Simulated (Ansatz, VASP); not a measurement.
Al in VASP and in Ansatz

```
Al
1.0
    -1.54459    1.54459    1.54459
     1.54459   -1.54459    1.54459
     1.54459    1.54459   -1.54459
Al
1
Direct
  0.00000 0.00000 0.00000
```

Alike in both runs: task single point; functional r2SCAN; k mesh 15 × 15 × 15; occupations fermi-dirac, width 0.0494 eV; no spin polarisation.

```csv
,VASP,Ansatz
version,VASP 6.6.1,Ansatz 0.2.0
potentials or method,"VASP PAW PBE potentials, release 64 (Al), cutoff 550 eV",PAW plane waves
valence electrons in the cell,3,3
```

Ansatz gave:

| Item | Value |
| --- | --- |
| pressure (GPa) | 9.6 |

Estimate VASP's values.

pressure (GPa): 9.2.

VASP's potentials were made for PBE, not for r2SCAN. With one functional, cell and mesh, what is left measures potentials, basis and numerics.
